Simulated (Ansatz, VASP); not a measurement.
# LiF: VASP beside Ansatz

The input POSCAR:

```
LiF
1.0
    0.0000000000      2.0140000000      2.0140000000
    1.8629500000      0.0000000000      2.0140000000
    1.8629500000      2.0140000000      0.0000000000
Li F
1 1
Direct
    0.0000000000      0.0000000000      0.0000000000
    0.5000000000      0.5000000000      0.5000000000
```

File INCAR.step1:

```
SYSTEM = LiF
PREC = Accurate
ENCUT = 520
ISMEAR = 0
SIGMA = 0.05
LREAL = .False.
LASPH = .True.
NELM = 80
NBANDS = 12
GGA = PE
ALGO = Normal
EDIFF = 1E-4
LWAVE = .True.
LCHARG = .False.
```

Contents of INCAR.step2:

```
SYSTEM = LiF
PREC = Accurate
ENCUT = 520
EDIFF = 1E-6
ISMEAR = 0
SIGMA = 0.05
LREAL = .False.
LASPH = .True.
NELM = 80
ALGO = Normal
ISIF = 2
LWAVE = .False.
LCHARG = .False.
METAGGA = R2SCAN
LMIXTAU = .True.
NBANDS = 12
ISTART = 1
```

KPOINTS

```
Automatic mesh
0
Gamma
  10 10 10
  0 0 0
```

Input for Ansatz:

```yaml
crystal:
  lattice:
    - [0.0, 2.014, 2.014]
    - [1.86295, 0.0, 2.014]
    - [1.86295, 2.014, 0.0]
  atoms:
    - { symbol: Li, position: [0.0, 0.0, 0.0] }
    - { symbol: F, position: [0.5, 0.5, 0.5] }
basis:
  ecutwfc: 500
kpoints:
  mp_grid: { grid: [10, 10, 10] }
hamiltonian:
  xc: r2scan
scf:
  occupations: { method: gaussian, width: 0.05 }
output:
  forces: true
  stress: true
  eigenvalues: true
  write_density: true
  write_potential: true
  elf: true
  volumetric_format: npy
```

Change from the starting cell: strain -0.0750 x Voigt [1, 0, 0, 0, 0, 0], atoms carried along.

Alike in both runs: task single point; functional r2SCAN; k mesh 10 × 10 × 10; occupations gaussian, width 0.05 eV; no spin polarisation.

```csv
,VASP,Ansatz
version,VASP 6.6.1,Ansatz 0.2.0
potentials or method,"VASP PAW PBE potentials, release 64 (Li_sv, F), cutoff 520 eV","scalar-relativistic, plane waves, PAW"
valence electrons in the cell,10,10
```

|  | VASP | Ansatz | Ansatz less VASP |
| --- | --- | --- | --- |
| gap on the k mesh at the Fermi level (eV) | 10.93 | 10.71 | -0.222 |
| least direct gap on the mesh (eV) | 10.93 | 10.71 | -0.222 |

VASP's potentials were made for PBE, not for r2SCAN.

Noted on VASP's run: the cutoff is short for stress, so the pressure is rough.
